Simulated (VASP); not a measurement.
# Sn3Se2 (P-3m1) in VASP: a series of runs

Sn3Se2 is run at these levels: PBE; tasks: single point.

All numbers are computed with VASP 6.6.1; they aren't measurements. Logs are shortened: lines on timing, memory, paths and dates and some standing lists are left out, and cuts for length are marked.

## Step 1: The cell of the first run

The structure is trigonal, space group P-3m1 (No. 164). The conventional cell has a = 5.289 Å, b = 5.289 Å, c = 5.954 Å, α = 90.00°, β = 90.00°, γ = 120.00°. Within 4.5 Å of Sn (site symmetry -3m) lie 6 Sn at 3.42 Å and 6 Se at 3.45 Å. Within 3.7 Å of Sn (site symmetry 3m) lie 5 Se at 2.79 to 3.16 Å and 3 Sn at 3.42 Å. Within 3.7 Å of Se (site symmetry 3m) lie 8 Sn at 2.79 to 3.45 Å.

## Step 2: Single point, PBE

Input file INCAR:

```
SYSTEM = Sn3Se2
  PREC = Accurate
  ENCUT = 500
  EDIFF = 1E-6
  ISMEAR = 0
  SIGMA = 0.2
  LREAL = .False.
  LASPH = .True.
  NELM = 120
  ALGO = Normal
  ISIF = 2
  LWAVE = .False.
  LCHARG = .False.
  GGA = PE
  NBANDS = 35
  GGA_COMPAT = .False.
```

Input file KPOINTS:

```
regular mesh
0
Gamma
  4 4 3
  0 0 0
```

Input file POSCAR:

```
Sn3Se2
1.0
    5.2887340837      0.0000000000      0.0000000000
   -2.6443670419      4.5801780704      0.0000000000
    0.0000000000      0.0000000000      5.9544134819
Sn Se
3 2
Direct
    0.0000000000      0.0000000000      0.0000000000
    0.3333333333      0.6666666667      0.7405608505
    0.6666666667      0.3333333333      0.2594391495
    0.3333333333      0.6666666667      0.2714803013
    0.6666666667      0.3333333333      0.7285196987
```

Potentials or basis: VASP PAW PBE potentials, release 64 (Sn_d, Se).

Launch:

```sh
$ cat potpaw_PBE.64/Sn_d/POTCAR potpaw_PBE.64/Se/POTCAR > POTCAR
$ mpirun -np 1 vasp_std > vasp.out
```

OUTCAR:

```text
SYSTEM = Sn3Se2
   PREC = Accurate
   ENCUT = 500
   EDIFF = 1E-6
   ISMEAR = 0
   LREAL = .False.
   LASPH = .True.
   NELM = 120
   ISIF = 2
   GGA = PE

 ion  position               nearest neighbor table
   1  0.000  0.000  0.000-   2 3.42   3 3.42   3 3.42   2 3.42   3 3.42   2 3.42
   2  0.333  0.667  0.741-   4 2.79   5 3.05   5 3.05   5 3.05   4 3.16   1 3.42   1 3.42   1 3.42

   3  0.667  0.333  0.259-   5 2.79   4 3.05   4 3.05   4 3.05   5 3.16   1 3.42   1 3.42   1 3.42

   4  0.333  0.667  0.271-   2 2.79   3 3.05   3 3.05   3 3.05   2 3.16
   5  0.667  0.333  0.729-   3 2.79   2 3.05   2 3.05   2 3.05   3 3.16

  LATTYP: Found a hexagonal cell.
 ALAT       =     5.2887340837
 C/A-ratio  =     1.1258674359

  Lattice vectors:

 A1 = (   5.2887340837,   0.0000000000,   0.0000000000)
 A2 = (  -2.6443670419,   4.5801780704,   0.0000000000)
 A3 = (   0.0000000000,   0.0000000000,   5.9544134819)

Analysis of symmetry for initial positions (statically):
=====================================================================
 Subroutine PRICEL returns:
 Original cell was already a primitive cell.

 Routine SETGRP: Setting up the symmetry group for a
 hexagonal supercell.

 Subroutine GETGRP returns: Found 12 space group operations
 (whereof 12 operations were pure point group operations)
 out of a pool of 24 trial point group operations.

The static configuration has the point symmetry D_3d.

Analysis of symmetry for dynamics (positions and initial velocities):
=====================================================================
 Subroutine PRICEL returns:
 Original cell was already a primitive cell.

 Routine SETGRP: Setting up the symmetry group for a
 hexagonal supercell.

 Subroutine GETGRP returns: Found 12 space group operations
 (whereof 12 operations were pure point group operations)
 out of a pool of 24 trial point group operations.

The dynamic configuration has the point symmetry D_3d.

 Subroutine INISYM returns: Found 12 space group operations
 (whereof 12 operations are pure point group operations),
 and found     1 'primitive' translations

----------------------------------------------------------------------------------------

                                     Primitive cell

  volume of cell :     144.2358

  direct lattice vectors                    reciprocal lattice vectors
     5.288734084  0.000000000  0.000000000     0.189081165  0.109166061  0.000000000
    -2.644367042  4.580178070  0.000000000     0.000000000  0.218332123  0.000000000
     0.000000000  0.000000000  5.954413482     0.000000000  0.000000000  0.167942653

  length of vectors
     5.288734084  5.288734084  5.954413482     0.218332123  0.218332123  0.167942653

  position of ions in fractional coordinates (direct lattice)
     0.000000000  0.000000000  0.000000000
     0.333333333  0.666666667  0.740560851
     0.666666667  0.333333333  0.259439149
     0.333333333  0.666666667  0.271480301
     0.666666667  0.333333333  0.728519699

  ion indices of the primitive-cell ions
   primitive index   ion index
                 1           1
                 2           2
                 3           3
                 4           4
                 5           5

----------------------------------------------------------------------------------------

 KPOINTS: regular mesh

Automatic generation of k-mesh.
 Grid dimensions read from file:
 generate k-points for:    4    4    3

 Generating k-lattice:

  Cartesian coordinates                     Fractional coordinates (reciprocal lattice)
     0.047270291  0.027291515  0.000000000     0.250000000 -0.000000000  0.000000000
     0.000000000  0.054583031  0.000000000     0.000000000  0.250000000  0.000000000
     0.000000000  0.000000000  0.055980884     0.000000000  0.000000000  0.333333333

  Length of vectors
     0.054583031  0.054583031  0.055980884

  Shift w.r.t. Gamma in fractional coordinates (k-lattice)
     0.000000000  0.000000000  0.000000000

 Subroutine IBZKPT returns following result:
 ===========================================

 Found      9 irreducible k-points:

 Following reciprocal coordinates:
            Coordinates               Weight
  0.000000  0.000000  0.000000      1.000000
  0.250000  0.000000  0.000000      6.000000
  0.500000  0.000000  0.000000      3.000000
  0.250000  0.250000  0.000000      6.000000
  0.000000  0.000000  0.333333      2.000000
  0.250000  0.000000  0.333333      6.000000
  0.000000  0.250000  0.333333      6.000000
  0.500000  0.000000  0.333333      6.000000
  0.250000  0.250000  0.333333     12.000000
   k-points           NKPTS =      9   k-points in BZ     NKDIM =      9   number of bands    NBANDS=     35
   number of dos      NEDOS =    301   number of ions     NIONS =      5
   total plane-waves  NPLWV =  76800
   dimension x,y,z NGX =    40 NGY =   40 NGZ =   48
   dimension x,y,z NGXF=    80 NGYF=   80 NGZF=   96
   ions per type =               3   2
   NGX,Y,Z   is equivalent  to a cutoff of  12.57, 12.57, 13.40 a.u.
   NGXF,Y,Z  is equivalent  to a cutoff of  25.15, 25.15, 26.80 a.u.
 SYSTEM =  Sn3Se2
   PREC   = accura    normal or accurate (medium, high low for compatibility)
   ISTART =      0    job   : 0-new  1-cont  2-samecut
   ICHARG =      2    charge: 1-file 2-atom 10-const
   ISPIN  =      1    spin polarized calculation?
   LNONCOLLINEAR =      F non collinear calculations
   LSORBIT =      F    spin-orbit coupling
   LASPH  =      T    aspherical Exc in radial PAW
   ENCUT  =  500.0 eV  36.75 Ry    6.06 a.u.   9.64  9.64 10.86*2*pi/ulx,y,z
   NELM   =    120;   NELMIN=  2; NELMDL= -5     # of ELM steps
   EDIFF  = 0.1E-05   stopping-criterion for ELM
   LREAL  =      F    real-space projection
   EDIFFG = 0.1E-04   stopping-criterion for IOM
   NSW    =      0    number of steps for IOM
   IBRION =     -1    ionic relax: 0-MD 1-quasi-New 2-CG
   NFREE  =      0    steps in history (QN), initial steepest desc. (CG)
   ISIF   =      2    stress and relaxation
   ISYM   =      2    0-nonsym 1-usesym 2-fastsym
   POTIM  = 0.5000    time-step for ionic-motion
   TEBEG  =    0.0;   TEEND  =   0.0 temperature during run
   PSTRESS=    0.0 pullay stress
   NELECT =      54.0000    total number of electrons
   NUPDOWN=      -1.0000    fix difference up-down
   EMIN   =  10.00;   EMAX   =-10.00  energy-range for DOS
   EFERMI =   0.00;   METHOD = LEGACY
   ISMEAR =     0;   SIGMA  =   0.20  broadening in eV -4-tet -1-fermi 0-gaus
   EFERMI_NEDOS =   21; number of points for ismear=-14 and -15
   IALGO  =     38    algorithm
   IMIX   =      4    mixing-type and parameters
     AMIX     =   0.40;   BMIX     =  1.00
     AMIX_MAG =   1.60;   BMIX_MAG =  1.00
  volume/ion in A,a.u.               =      28.85       194.67
  Fermi-wavevector in a.u.,A,eV,Ry     =   1.179909  2.229704 18.941819  1.392184
  Thomas-Fermi vector in A             =   2.316211
   LORBIT       =      0    0 simple, 1 ext, 2 COOP (PROOUT), +10 PAW based schemes
   GGA     = PE    functional components
   LHFCALC =     F    Hartree Fock is set to
   AEXX    =    0.0000 exact exchange contribution
   IVDW    =     0    specifies the selected vdW correction
   LEPSILON=     F    determine dielectric tensor
   LRPA    =     F    only Hartree local field effects (RPA)
 non-spin polarized calculation
 Gauss-broadening in eV      SIGMA  =   0.20
  energy-cutoff  :      500.00
  volume of cell :      144.24
 maximum number of plane-waves:      3693
 NGX is ok and might be reduce to    40
   NGX = 19   NGY = 19   NGZ = 21

 number of electron      53.9999996 magnetization

 Free energy of the ion-electron system (eV)
  ---------------------------------------------------
  ext. energy  EPLUGINS =         0.00000000
  ---------------------------------------------------
  free energy    TOTEN  =       -19.02556182 eV

  energy without entropy =      -18.98847408  energy(sigma->0) =      -19.00701795

 E-fermi :   5.7315     XC(G=0):  -9.4569

 val. band max:        5.6940773635   @ k =   0.2500   0.0000   0.0000
 cond. band min:       5.7847731247   @ k =   0.0000   0.2500   0.3333
 fundamental gap:      0.0906957612
 Fermi energy:         5.7314713425

 k-point     1 :       0.0000    0.0000    0.0000
  band No.  band energies     occupation
      1     -16.1523      2.00000
      2     -16.1523      2.00000
      3     -16.1162      2.00000
      4     -16.1162      2.00000
      5     -16.1013      2.00000
      6     -16.0596      2.00000
[... 27 lines left out ...]
     34      10.0072      0.00000
     35      10.2795      0.00000

 k-point     2 :       0.2500    0.0000    0.0000
  band No.  band energies     occupation
      1     -16.1513      2.00000
      2     -16.1414      2.00000
      3     -16.1177      2.00000
      4     -16.1107      2.00000
      5     -16.1035      2.00000
      6     -16.0509      2.00000
[... 27 lines left out ...]
     34      10.3303      0.00000
     35      10.5715      0.00000

 k-point     3 :       0.5000    0.0000    0.0000
  band No.  band energies     occupation
      1     -16.1504      2.00000
      2     -16.1308      2.00000
      3     -16.1171      2.00000
      4     -16.1045      2.00000
      5     -16.1041      2.00000
      6     -16.0477      2.00000
[... 27 lines left out ...]
     34       9.8528      0.00000
     35      10.8135      0.00000

 k-point     4 :       0.2500    0.2500    0.0000
  band No.  band energies     occupation
      1     -16.1468      2.00000
      2     -16.1358      2.00000
      3     -16.1137      2.00000
      4     -16.1085      2.00000
      5     -16.1052      2.00000
      6     -16.0475      2.00000
[... 27 lines left out ...]
     34      10.0876      0.00000
     35      10.7975      0.00000

 k-point     5 :       0.0000    0.0000    0.3333
  band No.  band energies     occupation
      1     -16.1503      2.00000
      2     -16.1503      2.00000
      3     -16.1169      2.00000
      4     -16.1169      2.00000
      5     -16.1016      2.00000
      6     -16.0511      2.00000
[... 27 lines left out ...]
     34      10.6136      0.00000
     35      10.6136      0.00000

 k-point     6 :       0.2500    0.0000    0.3333
  band No.  band energies     occupation
      1     -16.1522      2.00000
      2     -16.1406      2.00000
      3     -16.1157      2.00000
      4     -16.1111      2.00000
      5     -16.1040      2.00000
      6     -16.0492      2.00000
[... 27 lines left out ...]
     34       9.6753      0.00000
     35      10.0547      0.00000

 k-point     7 :       0.0000    0.2500    0.3333
  band No.  band energies     occupation
      1     -16.1502      2.00000
      2     -16.1421      2.00000
      3     -16.1167      2.00000
      4     -16.1108      2.00000
      5     -16.1032      2.00000
      6     -16.0459      2.00000
[... 27 lines left out ...]
     34       9.1844      0.00000
     35       9.8699      0.00000

 k-point     8 :       0.5000    0.0000    0.3333
  band No.  band energies     occupation
      1     -16.1521      2.00000
      2     -16.1311      2.00000
      3     -16.1145      2.00000
      4     -16.1042      2.00000
      5     -16.1038      2.00000
      6     -16.0475      2.00000
[... 27 lines left out ...]
     34       9.3636      0.00000
     35      10.0053      0.00000

 k-point     9 :       0.2500    0.2500    0.3333
  band No.  band energies     occupation
      1     -16.1474      2.00000
      2     -16.1367      2.00000
      3     -16.1115      2.00000
      4     -16.1079      2.00000
      5     -16.1045      2.00000
      6     -16.0444      2.00000
[... 27 lines left out ...]
     34       9.6235      0.00000
     35      10.0209      0.00000

------------------------ aborting loop because EDIFF is reached ----------------------------------------

  FORCE on cell =-STRESS in cart. coord.  units (eV):
  Direction    XX          YY          ZZ          XY          YZ          ZX
  --------------------------------------------------------------------------------------
  -------------------------------------------------------------------------------------
  Total       -0.0899549     -0.0899549     -0.2323788      0.0000000     -0.0000000      0.0000000
  in kB       -0.9992223     -0.9992223     -2.5812737      0.0000000     -0.0000000      0.0000000
  external PRESSURE =      -1.5265728 kB  Pullay stress =       0.0000000 kB

 VOLUME and BASIS-vectors are now :
 -----------------------------------------------------------------------------
  energy-cutoff  :      500.00
  volume of cell :      144.24
      direct lattice vectors                 reciprocal lattice vectors
     5.288734084  0.000000000  0.000000000     0.189081165  0.109166061  0.000000000
    -2.644367042  4.580178070  0.000000000     0.000000000  0.218332123  0.000000000
     0.000000000  0.000000000  5.954413482     0.000000000  0.000000000  0.167942653

 POSITION                                       TOTAL-FORCE (eV/Angst)
 -----------------------------------------------------------------------------------
      0.00000      0.00000      0.00000         0.000000      0.000000     -0.000000
     -0.00000      3.05345      4.40961         0.000000     -0.000000      0.019444
      2.64437      1.52673      1.54481         0.000000      0.000000     -0.019444
     -0.00000      3.05345      1.61651        -0.000000      0.000000      0.010153
      2.64437      1.52673      4.33791        -0.000000     -0.000000     -0.010153
 -----------------------------------------------------------------------------------
    total drift:                                0.000000     -0.000000      0.000000

  FREE ENERGIE OF THE ION-ELECTRON SYSTEM (eV)
  ---------------------------------------------------
  free  energy   TOTEN  =       -19.0255618232 eV

  energy  without entropy=      -18.9884740784  energy(sigma->0) =      -19.00701795
```

It took 27 s on 1 thread of Intel Xeon 6975P-C (Granite Rapids), shared host; peak memory 0.26 GiB.

What came out:

```
Free energy            : -19.0256 eV
Pressure               : -0.2 GPa
Largest force          : 0.019 eV/Å
Band gap on the k mesh : zero (band 27 reaches 6.23 eV, above the bottom of band 28 at 4.51 eV)
```

Forces in eV/Å, atoms in the order of the input:
```
Sn   0.000  0.000  0.000
Sn   0.000  0.000  0.019
Sn   0.000  0.000 -0.019
Se   0.000  0.000  0.010
Se   0.000  0.000 -0.010
```

Stress tensor (GPa, compression positive):
```
-0.10  0.00  0.00
 0.00 -0.10  0.00
 0.00  0.00 -0.26
```

Levels at points of the mesh, in eV from the Fermi level:
```csv
k point,band 24,band 25,band 26,band 27,band 28,band 29,band 30,band 31
"(0.00, 0.00, 0.00)",-2.93,-2.88,-2.88,-1.12,-1.12,1.14,1.72,1.72
"(0.50, 0.00, 0.00)",-2.83,-2.06,-1.78,0.14,0.79,2.12,2.15,2.60
```

Caveat: spin-orbit coupling is left out, which moves the levels of the heavy elements.

## Step 3: Single point, PBE

This run uses another cell than the first one, of 33.93 Å³/atom, 1.176 times its volume.

Input file INCAR:

```
SYSTEM = Sn3Se2
PREC = Accurate
ENCUT = 500
EDIFF = 1E-6
ISMEAR = 0
SIGMA = 0.2
LREAL = .False.
LASPH = .True.
NELM = 120
ALGO = Normal
ISIF = 2
LWAVE = .False.
LCHARG = .True.
GGA = PE
LELF = .True.
LVHAR = .True.
NBANDS = 35
GGA_COMPAT = .False.
```

Input file KPOINTS:

```
Automatic mesh
0
Gamma
  4 4 2
  0 0 0
```

Input file POSCAR:

```
Sn3Se2
1.0
    4.8469007318      0.0000000000      0.0000000000
   -2.4234503659      4.1975391633      0.0000000000
    0.0000000000      0.0000000000      8.3383446257
Sn Se
3 2
Direct
    0.3333333333      0.6666666667      0.3103802650
    0.6666666667      0.3333333333      0.6896197350
    0.0000000000      0.0000000000      0.5000000000
    0.0000000000      0.0000000000      0.8445453590
    0.0000000000      0.0000000000      0.1554546410
```

Potentials or basis: VASP PAW PBE potentials, release 64 (Sn_d, Se).

Launch:

```sh
$ cat potpaw_PBE.64/Sn_d/POTCAR potpaw_PBE.64/Se/POTCAR > POTCAR
$ mpirun -np 1 vasp_std > vasp.out
```

It took 27 s on 1 thread of Intel Xeon 6975P-C (Granite Rapids), shared host; peak memory 0.27 GiB.

The run converged. Its results:

```
Free energy            : -18.4864 eV
Pressure               : -0.2 GPa
Largest force          : 0.030 eV/Å
Band gap on the k mesh : zero (band 27 reaches 4.72 eV, above the bottom of band 28 at 3.45 eV)
```

Forces on the atoms (eV/Å):
```
Sn   0.000  0.000  0.010
Sn   0.000  0.000 -0.010
Sn   0.000  0.000  0.000
Se   0.000  0.000  0.030
Se   0.000  0.000 -0.030
```

Stress tensor (GPa, compression positive):
```
-0.08  0.00  0.00
 0.00 -0.08  0.00
 0.00  0.00 -0.48
```

Levels at points of the mesh, in eV from the Fermi level:
```tsv
k point	band 23	band 24	band 25	band 26	band 27	band 28	band 29	band 30
(0.00, 0.00, 0.00)	-3.17	-2.06	-2.06	-1.34	0.03	0.03	0.93	0.93
(0.50, 0.00, 0.00)	-3.11	-2.71	-2.54	-1.79	-0.79	-0.67	1.15	2.17
(0.00, 0.00, 0.50)	-2.98	-2.44	-2.44	0.28	0.60	0.62	0.62	0.72
(0.50, 0.00, 0.50)	-3.27	-2.74	-2.34	-1.05	0.02	1.01	1.25	2.02
```

Caveat: the k points lie up to 0.38 Å⁻¹ apart; spin-orbit coupling is left out, which moves the levels of the heavy elements.
